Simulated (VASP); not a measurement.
BaS:

```
CELL_PARAMETERS angstrom
0.00000 3.19375 3.19375
3.19375 0.00000 3.19375
3.19375 3.19375 0.00000
ATOMIC_POSITIONS crystal
Ba 0.00000 0.00000 0.00000
S 0.50000 0.50000 0.50000
```

- Program: VASP 6.6.1
- Task: relaxation of cell and atoms
- Functional: BLYP
- Potentials or basis: VASP PAW PBE potentials, release 64 (Ba_sv, S)
- Cutoff: 600 eV
- k mesh: 7 × 7 × 7
- Occupations: fermi-dirac, width 0.05 eV
- Spin: no spin polarisation

At the start: pressure 3.7 GPa; volume 32.58 Å³/atom.

Question: How do energy, volume and symmetry change on relaxing?

Answer: Over 3 steps the energy falls by 29.8 meV/atom and the volume is 35.35 Å³/atom (+8.5 %); space group Fm-3m (No. 225, to 0.05 Å).

Step by step:
```
step  energy change (eV)  largest force (eV/Å)  pressure (GPa)  volume (Å³)
   1              0.0000                0.0000            3.69        65.15
   2             -0.0545                0.0000           -0.88        72.48
   3             -0.0595                0.0000            0.01        70.70
```

Final structure:
```
Ba S
1.0
     0.00000    3.28186    3.28186
     3.28186    0.00000    3.28186
     3.28186    3.28186    0.00000
Ba S
1 1
Direct
  0.00000 0.00000 0.00000
  0.50000 0.50000 0.50000
```

Caveat: the PAW data sets were made with another functional, which shifts forces and pressure a little.
